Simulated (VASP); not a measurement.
# ScNb (P-6m2) in VASP: further runs

ScNb is run at these levels: PBEsol, PBEsol+D4, PBEsol+D3(BJ); tasks: single point.

All numbers are computed with VASP 6.6.1; they aren't measurements. Logs are shortened: lines on timing, memory, paths and dates and some standing lists are left out, and cuts for length are marked.

## 1. The cell of the first run

It takes space group P-6m2 (No. 187, hexagonal). Conventional cell: a = 3.027 Å, b = 3.027 Å, c = 4.996 Å, α = 90.00°, β = 90.00°, γ = 120.00°. Within 4.0 Å of Nb (site symmetry -6m2) lie 6 Nb at 3.03 Å and 6 Sc at 3.05 Å. Sc (site symmetry -6m2) has 6 Sc at 3.03 Å and 6 Nb at 3.05 Å within 4.0 Å.

## 2. Single point, PBEsol

The input, INCAR:

```
PREC = Accurate ; ENCUT = 520
EDIFF = 1E-7 ; ISMEAR = -1
SIGMA = 0.05 ; LREAL = False
LASPH = True ; NELM = 60
ALGO = Normal ; ISIF = 2
LWAVE = False ; LCHARG = False
GGA = PS ; NBANDS = 19
```

The input, KPOINTS:

```
Automatic mesh
0
Gamma
  10 10 5
```

The input, POSCAR:

```
ScNb
1.0
    3.0270652502      0.0000000000      0.0000000000
   -1.5135326251      2.6215154056      0.0000000000
    0.0000000000      0.0000000000      4.9960001970
Nb Sc
1 1
Direct
    0.3333333333      0.6666666667      0.5000000000
    0.0000000000      0.0000000000      0.0000000000
```

Potentials or basis: VASP PAW PBE potentials, release 64 (Nb_sv, Sc_sv).

Launch:

```bash
> cat potpaw_PBE.64/Nb_sv/POTCAR potpaw_PBE.64/Sc_sv/POTCAR > POTCAR
> mpirun -np 1 vasp_std > vasp.out
```

OUTCAR:

```text
PREC = Accurate
   ENCUT = 520
   EDIFF = 1E-7
   ISMEAR = -1
   LREAL = False
   LASPH = True
   NELM = 60
   ISIF = 2
   GGA = PS

 ion  position               nearest neighbor table
   1  0.333  0.667  0.500-   2 3.05   2 3.05   2 3.05   2 3.05   2 3.05   2 3.05
   2  0.000  0.000  0.000-   1 3.05   1 3.05   1 3.05   1 3.05   1 3.05   1 3.05

  LATTYP: Found a hexagonal cell.
 ALAT       =     3.0270652502
 C/A-ratio  =     1.6504435102

  Lattice vectors:

 A1 = (   3.0270652502,   0.0000000000,   0.0000000000)
 A2 = (  -1.5135326251,   2.6215154056,   0.0000000000)
 A3 = (   0.0000000000,   0.0000000000,   4.9960001970)

Analysis of symmetry for initial positions (statically):
=====================================================================
 Subroutine PRICEL returns:
 Original cell was already a primitive cell.

 Routine SETGRP: Setting up the symmetry group for a
 hexagonal supercell.

 Subroutine GETGRP returns: Found 12 space group operations
 (whereof 12 operations were pure point group operations)
 out of a pool of 24 trial point group operations.

The static configuration has the point symmetry D_3h.

Analysis of symmetry for dynamics (positions and initial velocities):
=====================================================================
 Subroutine PRICEL returns:
 Original cell was already a primitive cell.

 Routine SETGRP: Setting up the symmetry group for a
 hexagonal supercell.

 Subroutine GETGRP returns: Found 12 space group operations
 (whereof 12 operations were pure point group operations)
 out of a pool of 24 trial point group operations.

The dynamic configuration has the point symmetry D_3h.

 Subroutine INISYM returns: Found 12 space group operations
 (whereof 12 operations are pure point group operations),
 and found     1 'primitive' translations

----------------------------------------------------------------------------------------

                                     Primitive cell

  volume of cell :      39.6458

  direct lattice vectors                    reciprocal lattice vectors
     3.027065250  0.000000000  0.000000000     0.330352971  0.190729377  0.000000000
    -1.513532625  2.621515406  0.000000000     0.000000000  0.381458754  0.000000000
     0.000000000  0.000000000  4.996000197     0.000000000  0.000000000  0.200160120

  length of vectors
     3.027065250  3.027065250  4.996000197     0.381458754  0.381458754  0.200160120

  position of ions in fractional coordinates (direct lattice)
     0.333333333  0.666666667  0.500000000
     0.000000000  0.000000000  0.000000000

  ion indices of the primitive-cell ions
   primitive index   ion index
                 1           1
                 2           2

----------------------------------------------------------------------------------------

 KPOINTS: Automatic mesh

Automatic generation of k-mesh.
 Grid dimensions read from file:
 generate k-points for:   10   10    5

 Generating k-lattice:

  Cartesian coordinates                     Fractional coordinates (reciprocal lattice)
     0.033035297  0.019072938  0.000000000     0.100000000  0.000000000  0.000000000
     0.000000000  0.038145875  0.000000000     0.000000000  0.100000000  0.000000000
     0.000000000  0.000000000  0.040032024     0.000000000  0.000000000  0.200000000

  Length of vectors
     0.038145875  0.038145875  0.040032024

  Shift w.r.t. Gamma in fractional coordinates (k-lattice)
     0.000000000  0.000000000  0.000000000

 Subroutine IBZKPT returns following result:
 ===========================================

 Found     42 irreducible k-points:

 Following reciprocal coordinates:
            Coordinates               Weight
  0.000000  0.000000  0.000000      1.000000
  0.100000  0.000000  0.000000      6.000000
  0.200000  0.000000  0.000000      6.000000
  0.300000  0.000000  0.000000      6.000000
  0.400000  0.000000  0.000000      6.000000
  0.500000  0.000000  0.000000      3.000000
[... 16 lines left out ...]
  0.300000  0.100000  0.200000     24.000000
  0.400000  0.100000  0.200000     24.000000
 [... further k-points ...]
   k-points           NKPTS =     42   k-points in BZ     NKDIM =     42   number of bands    NBANDS=     19
   number of dos      NEDOS =    301   number of ions     NIONS =      2
   total plane-waves  NPLWV =  23040
   dimension x,y,z NGX =    24 NGY =   24 NGZ =   40
   dimension x,y,z NGXF=    48 NGYF=   48 NGZF=   80
   ions per type =               1   1
   NGX,Y,Z   is equivalent  to a cutoff of  13.18, 13.18, 13.31 a.u.
   NGXF,Y,Z  is equivalent  to a cutoff of  26.36, 26.36, 26.62 a.u.
 SYSTEM =  unknown system
   PREC   = accura    normal or accurate (medium, high low for compatibility)
   ISTART =      0    job   : 0-new  1-cont  2-samecut
   ICHARG =      2    charge: 1-file 2-atom 10-const
   ISPIN  =      1    spin polarized calculation?
   LNONCOLLINEAR =      F non collinear calculations
   LSORBIT =      F    spin-orbit coupling
   LASPH  =      T    aspherical Exc in radial PAW
   ENCUT  =  520.0 eV  38.22 Ry    6.18 a.u.   5.63  5.63  9.29*2*pi/ulx,y,z
   NELM   =     60;   NELMIN=  2; NELMDL= -5     # of ELM steps
   EDIFF  = 0.1E-06   stopping-criterion for ELM
   LREAL  =      F    real-space projection
   EDIFFG = 0.1E-05   stopping-criterion for IOM
   NSW    =      0    number of steps for IOM
   IBRION =     -1    ionic relax: 0-MD 1-quasi-New 2-CG
   NFREE  =      0    steps in history (QN), initial steepest desc. (CG)
   ISIF   =      2    stress and relaxation
   ISYM   =      2    0-nonsym 1-usesym 2-fastsym
   POTIM  = 0.5000    time-step for ionic-motion
   TEBEG  =    0.0;   TEEND  =   0.0 temperature during run
   PSTRESS=    0.0 pullay stress
   NELECT =      24.0000    total number of electrons
   NUPDOWN=      -1.0000    fix difference up-down
   EMIN   =  10.00;   EMAX   =-10.00  energy-range for DOS
   EFERMI =   0.00;   METHOD = LEGACY
   ISMEAR =    -1;   SIGMA  =   0.05  broadening in eV -4-tet -1-fermi 0-gaus
   EFERMI_NEDOS =   21; number of points for ismear=-14 and -15
   IALGO  =     38    algorithm
   IMIX   =      4    mixing-type and parameters
     AMIX     =   0.40;   BMIX     =  1.00
     AMIX_MAG =   1.60;   BMIX_MAG =  1.00
  volume/ion in A,a.u.               =      19.82       133.77
  Fermi-wavevector in a.u.,A,eV,Ry     =   1.384883  2.617049 26.094620  1.917900
  Thomas-Fermi vector in A             =   2.509345
   LORBIT       =      0    0 simple, 1 ext, 2 COOP (PROOUT), +10 PAW based schemes
   GGA     = PS    functional components
   LHFCALC =     F    Hartree Fock is set to
   AEXX    =    0.0000 exact exchange contribution
   IVDW    =     0    specifies the selected vdW correction
   LEPSILON=     F    determine dielectric tensor
   LRPA    =     F    only Hartree local field effects (RPA)
 non-spin polarized calculation
  energy-cutoff  :      520.00
  volume of cell :       39.65
 maximum number of plane-waves:      1099
 NGX is ok and might be reduce to    24
   NGX = 11   NGY = 11   NGZ = 19

 number of electron      24.0000000 magnetization

 Free energy of the ion-electron system (eV)
  ---------------------------------------------------
  ext. energy  EPLUGINS =         0.00000000
  ---------------------------------------------------
  free energy    TOTEN  =       -17.12995290 eV

  energy without entropy =      -17.11127401  energy(sigma->0) =      -17.12061345

 E-fermi :   7.4529     XC(G=0): -11.5337

 val. band max:        7.4370012871   @ k =   0.3000   0.2000   0.4000
 cond. band min:       7.4576471129   @ k =   0.4000   0.2000   0.0000
 fundamental gap:      0.0206458259
 Fermi energy:         7.4529113465

 k-point     1 :       0.0000    0.0000    0.0000
  band No.  band energies     occupation
      1     -47.0736      2.00000
      2     -41.2232      2.00000
      3     -23.2773      2.00000
      4     -22.6850      2.00000
      5     -22.6850      2.00000
      6     -19.9229      2.00000
[... 11 lines left out ...]
     18       9.7752      0.00000
     19      11.8073      0.00000

 k-point     2 :       0.1000    0.0000    0.0000
  band No.  band energies     occupation
      1     -47.0634      2.00000
      2     -41.2136      2.00000
      3     -23.2616      2.00000
      4     -22.7641      2.00000
      5     -22.7032      2.00000
      6     -19.9190      2.00000
[... 11 lines left out ...]
     18       9.8261      0.00000
     19      11.9061      0.00000

 k-point     3 :       0.2000    0.0000    0.0000
  band No.  band energies     occupation
      1     -47.0365      2.00000
      2     -41.1882      2.00000
      3     -23.2203      2.00000
      4     -22.9674      2.00000
      5     -22.7506      2.00000
      6     -19.9089      2.00000
[... 11 lines left out ...]
     18      10.4137      0.00000
     19      12.0801      0.00000

 k-point     4 :       0.3000    0.0000    0.0000
  band No.  band energies     occupation
      1     -47.0030      2.00000
      2     -41.1567      2.00000
      3     -23.2119      2.00000
      4     -23.1687      2.00000
      5     -22.8085      2.00000
      6     -20.0692      2.00000
[... 11 lines left out ...]
     18      11.2521      0.00000
     19      12.2021      0.00000

 k-point     5 :       0.4000    0.0000    0.0000
  band No.  band energies     occupation
      1     -46.9758      2.00000
      2     -41.1310      2.00000
      3     -23.4045      2.00000
      4     -23.1265      2.00000
      5     -22.8549      2.00000
      6     -20.2245      2.00000
[... 11 lines left out ...]
     18      12.0867      0.00000
     19      12.2576      0.00000
[... 334 lines left out ...]
      2     -41.1965      2.00000
      3     -23.2217      2.00000
      4     -22.9005      2.00000
      5     -22.7416      2.00000
      6     -19.9298      2.00000
[... 11 lines left out ...]
     18      10.4099      0.00000
     19      11.8973      0.00000

 k-point    22 :       0.2000    0.1000    0.2000
  band No.  band energies     occupation
      1     -47.0145      2.00000
      2     -41.1679      2.00000
      3     -23.1816      2.00000
      4     -23.1106      2.00000
      5     -22.8085      2.00000
      6     -19.9840      2.00000
[... 11 lines left out ...]
     18      11.0468      0.00000
     19      11.9451      0.00000

 k-point    23 :       0.3000    0.1000    0.2000
  band No.  band energies     occupation
      1     -46.9842      2.00000
      2     -41.1391      2.00000
      3     -23.3165      2.00000
      4     -23.1395      2.00000
      5     -22.8754      2.00000
      6     -20.1447      2.00000
[... 11 lines left out ...]
     18      11.6625      0.00000
     19      12.3028      0.00000

 k-point    24 :       0.4000    0.1000    0.2000
  band No.  band energies     occupation
      1     -46.9653      2.00000
      2     -41.1212      2.00000
      3     -23.4403      2.00000
      4     -23.1142      2.00000
      5     -22.9163      2.00000
      6     -20.2427      2.00000
[... 11 lines left out ...]
     18      12.2408      0.00000
     19      12.9811      0.00000

 [... further k-points ...]

------------------------ aborting loop because EDIFF is reached ----------------------------------------

  FORCE on cell =-STRESS in cart. coord.  units (eV):
  Direction    XX          YY          ZZ          XY          YZ          ZX
  --------------------------------------------------------------------------------------
  -------------------------------------------------------------------------------------
  Total       -0.0146407     -0.0146407      0.0065768      0.0000000      0.0000000     -0.0000000
  in kB       -0.5916652     -0.5916652      0.2657839      0.0000000      0.0000000     -0.0000000
  external PRESSURE =      -0.3058488 kB  Pullay stress =       0.0000000 kB

 VOLUME and BASIS-vectors are now :
 -----------------------------------------------------------------------------
  energy-cutoff  :      520.00
  volume of cell :       39.65
      direct lattice vectors                 reciprocal lattice vectors
     3.027065250  0.000000000  0.000000000     0.330352971  0.190729377  0.000000000
    -1.513532625  2.621515406  0.000000000     0.000000000  0.381458754  0.000000000
     0.000000000  0.000000000  4.996000197     0.000000000  0.000000000  0.200160120

 POSITION                                       TOTAL-FORCE (eV/Angst)
 -----------------------------------------------------------------------------------
     -0.00000      1.74768      2.49800        -0.000000     -0.000000      0.000000
      0.00000      0.00000      0.00000         0.000000      0.000000      0.000000
 -----------------------------------------------------------------------------------
    total drift:                                0.000000     -0.000000     -0.000000

  FREE ENERGIE OF THE ION-ELECTRON SYSTEM (eV)
  ---------------------------------------------------
  free  energy   TOTEN  =       -17.1299528989 eV

  energy  without entropy=      -17.1112740052  energy(sigma->0) =      -17.12061345
```

Run time: 16 s. Hardware: 1 thread of Intel Xeon Platinum 8488C (Sapphire Rapids), shared host; peak memory 0.18 GiB.

Results:

| Item | Value |
| --- | --- |
| Free energy | -17.1300 eV |
| Pressure | 0.0 GPa |
| Band gap on the k mesh | zero (bands 12 and 13 overlap by 0.88 eV) |

Caveat: the PAW data sets were made with another functional, which shifts forces and pressure a little.

## 3. Single point, PBEsol+D4

This run uses another cell than the first one, of 19.56 Å³/atom.

The input, INCAR:

```
SYSTEM = ScNb
PREC = Accurate
ENCUT = 520
EDIFF = 1E-7
ISMEAR = -1
SIGMA = 0.05
LREAL = .FALSE.
LASPH = .TRUE.
NELM = 80
ALGO = Normal
ISIF = 2
LWAVE = .FALSE.
LCHARG = .FALSE.
GGA = PS
IVDW = 13
NBANDS = 19
```

The input, KPOINTS:

```
Automatic mesh
0
G
  10 10 5
  0 0 0
```

The input, POSCAR:

```
ScNb
1.0
    3.0130028369      0.0000000000      0.0000000000
   -1.5065014185      2.6093369984      0.0000000000
    0.0000000000      0.0000000000      4.9746314458
Nb Sc
1 1
Direct
    0.3333333333      0.6666666667      0.5000000000
    0.0000000000      0.0000000000      0.0000000000
```

Potentials or basis: VASP PAW PBE potentials, release 64 (Nb_sv, Sc_sv).

Launch:

```bash
> cat potpaw_PBE.64/Nb_sv/POTCAR potpaw_PBE.64/Sc_sv/POTCAR > POTCAR
> mpirun -np 1 vasp_std > vasp.out
```

Run time: 16 s. Hardware: 1 thread of Intel Xeon Platinum 8488C (Sapphire Rapids), shared host; peak memory 0.18 GiB.

The run converged. Its results:

| Property | Result |
| --- | --- |
| Free energy | -17.5024 eV |
| Pressure | 0.0 GPa |
| Band gap on the k mesh | zero (bands 12 and 13 overlap by 0.89 eV) |
| Dispersion energy per atom | -0.188 eV |

Stress tensor (GPa, compression positive):
```
-0.04  0.00  0.00
 0.00 -0.04  0.00
 0.00  0.00  0.05
```

Levels at points of the mesh, in eV from the Fermi level:
| k point | band 10 | band 11 | band 12 | band 13 | band 14 | band 15 |
| --- | --- | --- | --- | --- | --- | --- |
| (0.00, 0.00, 0.00) | -2.96 | 0.62 | 0.62 | 1.02 | 1.10 | 2.19 |
| (0.50, 0.00, 0.00) | -2.19 | -1.84 | -0.04 | 0.88 | 0.99 | 1.68 |

Caveat: the PAW data sets were made with another functional, which shifts forces and pressure a little.

[end of part 1 of 2]

The gap in the log of VASP goes by the Fermi energy; the results here count the filled bands.